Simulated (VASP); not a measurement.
# Pt (I4/mmm) in VASP: notebook

The runs below take Pt through single point, with PBEsol.

Program: VASP 6.6.1. These are calculated values, not measurements. Logs are shortened: lines on timing, memory, paths and dates and some standing lists are left out, and cuts for length are marked.

## 1. The cell of the first run

The structure is tetragonal, space group I4/mmm (No. 139). The conventional cell has a = 3.215 Å, b = 3.215 Å, c = 3.027 Å, α = 90.00°, β = 90.00°, γ = 90.00°. Pt (site symmetry 4/mmm) has 14 Pt at 2.73 to 3.21 Å within 3.6 Å.

## 2. Single point, PBEsol (strain +0.030 along x and y, -0.030 along z)

Input file INCAR:

```
  ALGO = Fast
  EDIFF = 1E-6
  ENCUT = 520
  GGA = PS
  ISIF = 2
  ISMEAR = 0
  LASPH = T
  LCHARG = F
  LREAL = F
  LWAVE = F
  NBANDS = 11
  NELM = 60
  PREC = Accurate
  SIGMA = 0.15
```

Input file KPOINTS:

```
k-points
0
Gamma
  26 26 26
```

Input file POSCAR:

```
Pt
1.0
   -1.6072847192      1.6072847192      1.5136564832
    1.6072847192     -1.6072847192      1.5136564832
    1.6072847192      1.6072847192     -1.5136564832
Pt
1
Direct
    0.0000000000      0.0000000000      0.0000000000
```

Potentials or basis: VASP PAW PBE potentials, release 64 (Pt).

On the command line:

```
> cat potpaw_PBE.64/Pt/POTCAR > POTCAR
> mpirun -np 1 vasp_std > vasp.out
```

OUTCAR:

```text
EDIFF = 1E-6
   ENCUT = 520
   GGA = PS
   ISIF = 2
   ISMEAR = 0
   LASPH = T
   LREAL = F
   NELM = 60
   PREC = Accurate

 ion  position               nearest neighbor table
   1  0.000  0.000  0.000-

  LATTYP: Found a body centered tetragonal cell.
 ALAT       =     3.2145694384
 C/A-ratio  =     0.9417475729

  Lattice vectors:

 A1 = (  -1.6072847192,   1.6072847192,   1.5136564832)
 A2 = (   1.6072847192,  -1.6072847192,   1.5136564832)
 A3 = (   1.6072847192,   1.6072847192,  -1.5136564832)

Analysis of symmetry for initial positions (statically):
=====================================================================
 Subroutine PRICEL returns:
 Original cell was already a primitive cell.

 Routine SETGRP: Setting up the symmetry group for a
 body centered tetragonal supercell.

 Subroutine GETGRP returns: Found 16 space group operations
 (whereof 16 operations were pure point group operations)
 out of a pool of 16 trial point group operations.

The static configuration has the point symmetry D_4h.

Analysis of symmetry for dynamics (positions and initial velocities):
=====================================================================
 Subroutine PRICEL returns:
 Original cell was already a primitive cell.

 Routine SETGRP: Setting up the symmetry group for a
 body centered tetragonal supercell.

 Subroutine GETGRP returns: Found 16 space group operations
 (whereof 16 operations were pure point group operations)
 out of a pool of 16 trial point group operations.

The dynamic configuration has the point symmetry D_4h.

 Subroutine INISYM returns: Found 16 space group operations
 (whereof 16 operations are pure point group operations),
 and found     1 'primitive' translations

----------------------------------------------------------------------------------------

                                     Primitive cell

  volume of cell :      15.6413

  direct lattice vectors                    reciprocal lattice vectors
    -1.607284719  1.607284719  1.513656483     0.000000000  0.311083652  0.330325940
     1.607284719 -1.607284719  1.513656483     0.311083652  0.000000000  0.330325940
     1.607284719  1.607284719 -1.513656483     0.311083652  0.311083652  0.000000000

  length of vectors
     2.730912720  2.730912720  2.730912720     0.453749121  0.453749121  0.439938719

  position of ions in fractional coordinates (direct lattice)
     0.000000000  0.000000000  0.000000000

  ion indices of the primitive-cell ions
   primitive index   ion index
                 1           1

----------------------------------------------------------------------------------------

 KPOINTS: k-points

Automatic generation of k-mesh.
 Grid dimensions read from file:
 generate k-points for:   26   26   26

 Generating k-lattice:

  Cartesian coordinates                     Fractional coordinates (reciprocal lattice)
     0.000000000  0.011964756  0.012704844     0.038461538 -0.000000000  0.000000000
     0.011964756  0.000000000  0.012704844    -0.000000000  0.038461538  0.000000000
     0.011964756  0.011964756  0.000000000     0.000000000  0.000000000  0.038461538

  Length of vectors
     0.017451889  0.017451889  0.016920720

  Shift w.r.t. Gamma in fractional coordinates (k-lattice)
     0.000000000  0.000000000  0.000000000

 Subroutine IBZKPT returns following result:
 ===========================================

 Found   1330 irreducible k-points:

 Following reciprocal coordinates:
            Coordinates               Weight
  0.000000  0.000000  0.000000      1.000000
  0.038462  0.000000  0.000000      8.000000
  0.076923  0.000000  0.000000      8.000000
  0.115385  0.000000 -0.000000      8.000000
  0.153846  0.000000 -0.000000      8.000000
  0.192308  0.000000 -0.000000      8.000000
[... 16 lines left out ...]
  0.346154  0.038462 -0.000000     16.000000
  0.384615  0.038462 -0.000000     16.000000
 [... further k-points ...]
   k-points           NKPTS =   1330   k-points in BZ     NKDIM =   1330   number of bands    NBANDS=     11
   number of dos      NEDOS =    301   number of ions     NIONS =      1
   total plane-waves  NPLWV =   8000
   dimension x,y,z NGX =    20 NGY =   20 NGZ =   20
   dimension x,y,z NGXF=    40 NGYF=   40 NGZF=   40
   ions per type =               1
   NGX,Y,Z   is equivalent  to a cutoff of  12.18, 12.18, 12.18 a.u.
   NGXF,Y,Z  is equivalent  to a cutoff of  24.35, 24.35, 24.35 a.u.
 SYSTEM =  unknown system
   PREC   = accura    normal or accurate (medium, high low for compatibility)
   ISTART =      0    job   : 0-new  1-cont  2-samecut
   ICHARG =      2    charge: 1-file 2-atom 10-const
   ISPIN  =      1    spin polarized calculation?
   LNONCOLLINEAR =      F non collinear calculations
   LSORBIT =      F    spin-orbit coupling
   LASPH  =      T    aspherical Exc in radial PAW
   ENCUT  =  520.0 eV  38.22 Ry    6.18 a.u.   5.08  5.08  5.08*2*pi/ulx,y,z
   NELM   =     60;   NELMIN=  2; NELMDL= -5     # of ELM steps
   EDIFF  = 0.1E-05   stopping-criterion for ELM
   LREAL  =      F    real-space projection
   EDIFFG = 0.1E-04   stopping-criterion for IOM
   NSW    =      0    number of steps for IOM
   IBRION =     -1    ionic relax: 0-MD 1-quasi-New 2-CG
   NFREE  =      0    steps in history (QN), initial steepest desc. (CG)
   ISIF   =      2    stress and relaxation
   ISYM   =      2    0-nonsym 1-usesym 2-fastsym
   POTIM  = 0.5000    time-step for ionic-motion
   TEBEG  =    0.0;   TEEND  =   0.0 temperature during run
   PSTRESS=    0.0 pullay stress
   NELECT =      10.0000    total number of electrons
   NUPDOWN=      -1.0000    fix difference up-down
   EMIN   =  10.00;   EMAX   =-10.00  energy-range for DOS
   EFERMI =   0.00;   METHOD = LEGACY
   ISMEAR =     0;   SIGMA  =   0.15  broadening in eV -4-tet -1-fermi 0-gaus
   EFERMI_NEDOS =   21; number of points for ismear=-14 and -15
   IALGO  =     68    algorithm
   IMIX   =      4    mixing-type and parameters
     AMIX     =   0.40;   BMIX     =  1.00
     AMIX_MAG =   1.60;   BMIX_MAG =  1.00
  volume/ion in A,a.u.               =      15.64       105.55
  Fermi-wavevector in a.u.,A,eV,Ry     =   1.410318  2.665115 27.061962  1.988998
  Thomas-Fermi vector in A             =   2.532284
   LORBIT       =      0    0 simple, 1 ext, 2 COOP (PROOUT), +10 PAW based schemes
   GGA     = PS    functional components
   LHFCALC =     F    Hartree Fock is set to
   AEXX    =    0.0000 exact exchange contribution
   IVDW    =     0    specifies the selected vdW correction
   LEPSILON=     F    determine dielectric tensor
   LRPA    =     F    only Hartree local field effects (RPA)
 non-spin polarized calculation
 RMM-DIIS sequential band-by-band and
 Gauss-broadening in eV      SIGMA  =   0.15
  energy-cutoff  :      520.00
  volume of cell :       15.64
 maximum number of plane-waves:       438
   NGX = 11   NGY = 11   NGZ = 11

 number of electron      10.0000000 magnetization

 Free energy of the ion-electron system (eV)
  ---------------------------------------------------
  ext. energy  EPLUGINS =         0.00000000
  ---------------------------------------------------
  free energy    TOTEN  =        -6.85889629 eV

  energy without entropy =       -6.84771769  energy(sigma->0) =       -6.85330699

 E-fermi :  10.2307     XC(G=0): -13.4061

 val. band max:       10.2294846741   @ k =  -0.3846   0.5000   0.2308
 cond. band min:      10.2310632031   @ k =  -0.3462  -0.3462   0.1538
 fundamental gap:      0.0015785289
 Fermi energy:        10.2306942791

 k-point     1 :       0.0000    0.0000    0.0000
  band No.  band energies     occupation
      1       0.5293      2.00000
      2       6.3255      2.00000
      3       6.8584      2.00000
      4       6.8584      2.00000
      5       8.8067      2.00000
      6       9.5171      2.00000
      7      26.9018      0.00000
      8      26.9018      0.00000
      9      28.1313      0.00000
     10      37.0123      0.00000
     11      37.1541      0.00000

 k-point     2 :       0.0385    0.0000    0.0000
  band No.  band energies     occupation
      1       0.5919      2.00000
      2       6.3387      2.00000
      3       6.8551      2.00000
      4       6.8678      2.00000
      5       8.8074      2.00000
      6       9.4894      2.00000
      7      26.9626      0.00000
      8      26.9955      0.00000
      9      28.1462      0.00000
     10      35.8156      0.00000
     11      36.9447      0.00000

 k-point     3 :       0.0769    0.0000    0.0000
  band No.  band energies     occupation
      1       0.7776      2.00000
      2       6.3479      2.00000
      3       6.8428      2.00000
      4       6.9282      2.00000
      5       8.8102      2.00000
      6       9.4167      2.00000
      7      27.1230      0.00000
      8      27.2729      0.00000
      9      28.1598      0.00000
     10      34.5810      0.00000
     11      36.3004      0.00000

 k-point     4 :       0.1154    0.0000   -0.0000
  band No.  band energies     occupation
      1       1.0788      2.00000
      2       6.2966      2.00000
      3       6.8154      2.00000
      4       7.0998      2.00000
      5       8.8173      2.00000
      6       9.3256      2.00000
      7      27.3116      0.00000
      8      27.7239      0.00000
      9      28.0722      0.00000
     10      33.5848      0.00000
     11      34.9512      0.00000
[... 239 lines left out ...]
 k-point    22 :       0.3077    0.0385   -0.0000
  band No.  band energies     occupation
      1       3.4518      2.00000
      2       5.4128      2.00000
      3       7.3313      2.00000
      4       8.9939      2.00000
      5       9.5367      2.00000
      6       9.7308      2.00000
      7      21.8602      0.00000
      8      24.8401      0.00000
      9      28.4719      0.00000
     10      32.3029      0.00000
     11      33.4789      0.00000

 k-point    23 :       0.3462    0.0385   -0.0000
  band No.  band energies     occupation
      1       3.5719      2.00000
      2       5.2736      2.00000
      3       7.9473      2.00000
      4       9.1028      2.00000
      5       9.6576      2.00000
      6      10.3025      0.49847
      7      20.2528      0.00000
      8      24.2335      0.00000
      9      27.4164      0.00000
     10      33.1823      0.00000
     11      33.8025      0.00000

 k-point    24 :       0.3846    0.0385   -0.0000
  band No.  band energies     occupation
      1       3.5975      2.00000
      2       5.1644      2.00000
      3       8.5542      2.00000
      4       9.3261      2.00000
      5       9.7698      1.99999
      6      10.8334      0.00000
      7      18.7723      0.00000
      8      23.7549      0.00000
      9      26.5220      0.00000
     10      33.7879      0.00000
     11      34.2846      0.00000

 [... further k-points ...]

------------------------ aborting loop because EDIFF is reached ----------------------------------------

  FORCE on cell =-STRESS in cart. coord.  units (eV):
  Direction    XX          YY          ZZ          XY          YZ          ZX
  --------------------------------------------------------------------------------------
  -------------------------------------------------------------------------------------
  Total       -0.5692343     -0.5692343     -1.1421807      0.0000000      0.0000000      0.0000000
  in kB      -58.3080718    -58.3080718   -116.9963895      0.0000000      0.0000000      0.0000000
  external PRESSURE =     -77.8708444 kB  Pullay stress =       0.0000000 kB

 VOLUME and BASIS-vectors are now :
 -----------------------------------------------------------------------------
  energy-cutoff  :      520.00
  volume of cell :       15.64
      direct lattice vectors                 reciprocal lattice vectors
    -1.607284719  1.607284719  1.513656483     0.000000000  0.311083652  0.330325940
     1.607284719 -1.607284719  1.513656483     0.311083652  0.000000000  0.330325940
     1.607284719  1.607284719 -1.513656483     0.311083652  0.311083652  0.000000000

 POSITION                                       TOTAL-FORCE (eV/Angst)
 -----------------------------------------------------------------------------------
      0.00000      0.00000      0.00000        -0.000000     -0.000000      0.000000
 -----------------------------------------------------------------------------------
    total drift:                                0.000000      0.000000      0.000000

  FREE ENERGIE OF THE ION-ELECTRON SYSTEM (eV)
  ---------------------------------------------------
  free  energy   TOTEN  =        -6.8588962884 eV

  energy  without entropy=       -6.8477176860  energy(sigma->0) =       -6.85330699
```

It took 60 s on 1 thread of Intel Xeon 6975P-C (Granite Rapids), shared host; peak memory 0.32 GiB.

Results:

```yaml
Free_energy: -6.8589 eV
Pressure: -7.8 GPa
Band_gap_on_the_k_mesh: zero (band 5 reaches 11.25 eV, above the bottom of band 6 at 9.09 eV)
```

Stress tensor (GPa, compression positive):
```
 -5.83   0.00   0.00
  0.00  -5.83   0.00
  0.00   0.00 -11.70
```

Levels at points of the mesh, in eV from the Fermi level:
| k point | band 2 | band 3 | band 4 | band 5 | band 6 | band 7 | band 8 | band 9 |
| --- | --- | --- | --- | --- | --- | --- | --- | --- |
| (0.00, 0.00, 0.00) | -3.91 | -3.37 | -3.37 | -1.42 | -0.71 | 16.67 | 16.67 | 17.90 |
| (0.50, 0.00, 0.00) | -5.20 | -1.16 | -0.43 | 0.28 | 1.05 | 6.50 | 12.99 | 15.38 |
| (0.50, 0.50, 0.00) | -4.63 | -1.69 | -0.87 | -0.11 | 0.96 | 5.97 | 13.69 | 16.86 |
| (0.50, 0.50, 0.50) | -6.22 | 0.45 | 0.45 | 0.63 | 7.00 | 7.00 | 8.85 | 12.70 |

Caveat: the cell differs from its parent crystal (strain +0.030 along x and y, -0.030 along z); the PAW data sets were made with another functional, which shifts forces and pressure a little; spin-orbit coupling is left out, which moves the levels of the heavy elements.

## 3. Single point, PBEsol (strain +0.015 along x and y, +0.000 along z)

Input file INCAR:

```
PREC     = Accurate       # precision mode
ENCUT    = 520            # plane-wave cutoff, eV
EDIFF    = 1E-7           # SCF threshold, eV
ISMEAR   = 0              # smearing method
SIGMA    = 0.15           # smearing width, eV
LREAL    = F              # projectors in reciprocal space
LASPH    = T              # aspherical terms in the spheres
NELM     = 80             # most SCF steps
ALGO     = Fast           # electronic algorithm
ISIF     = 2              # what is computed and relaxed
LWAVE    = F              # write WAVECAR
LCHARG   = F              # write CHGCAR
GGA      = PS             # functional
NBANDS   = 11             # bands
```

Input file KPOINTS:

```
Automatic mesh
0
Gamma
  26 26 26
```

Input file POSCAR:

```
Pt
1.0
   -1.5838776602      1.5838776602      1.5604706012
    1.5838776602     -1.5838776602      1.5604706012
    1.5838776602      1.5838776602     -1.5604706012
Pt
1
Direct
    0.0000000000      0.0000000000      0.0000000000
```

Potentials or basis: VASP PAW PBE potentials, release 64 (Pt).

On the command line:

```
> cat potpaw_PBE.64/Pt/POTCAR > POTCAR
> mpirun -np 1 vasp_std > vasp.out
```

Wall time 70 s (1 thread of Intel Xeon 6975P-C (Granite Rapids), shared host); peak memory 0.32 GiB.

The run converged. Its results:

```
Free energy            : -6.8472 eV
Pressure               : -7.9 GPa
Band gap on the k mesh : zero (band 5 reaches 11.23 eV, above the bottom of band 6 at 9.07 eV)
```

Stress tensor (GPa, compression positive):
```
-7.37  0.00  0.00
 0.00 -7.37  0.00
 0.00  0.00 -8.85
```

Levels at points of the mesh, in eV from the Fermi level:
```
           k point  band 1  band 2  band 3  band 4  band 5  band 6  band 7  band 8  band 9  band 10
(0.00, 0.00, 0.00)   -9.67   -3.63   -3.51   -3.51   -1.09   -0.92   16.97   16.97   17.27    27.14
(0.50, 0.00, 0.00)   -6.69   -5.04   -1.15   -0.64    0.19    1.07    6.37   13.17   15.75    24.17
(0.50, 0.50, 0.00)   -6.70   -4.90   -1.30   -0.72    0.10    1.04    6.24   13.34   16.11    23.80
(0.50, 0.50, 0.50)   -6.18   -6.18    0.51    0.51    0.56    7.46    7.46    7.92   12.83    18.95
```

Caveat: the cell differs from its parent crystal (strain +0.015 along x and y, +0.000 along z); the PAW data sets were made with another functional, which shifts forces and pressure a little; spin-orbit coupling is left out, which moves the levels of the heavy elements.

[end of part 1 of 2]
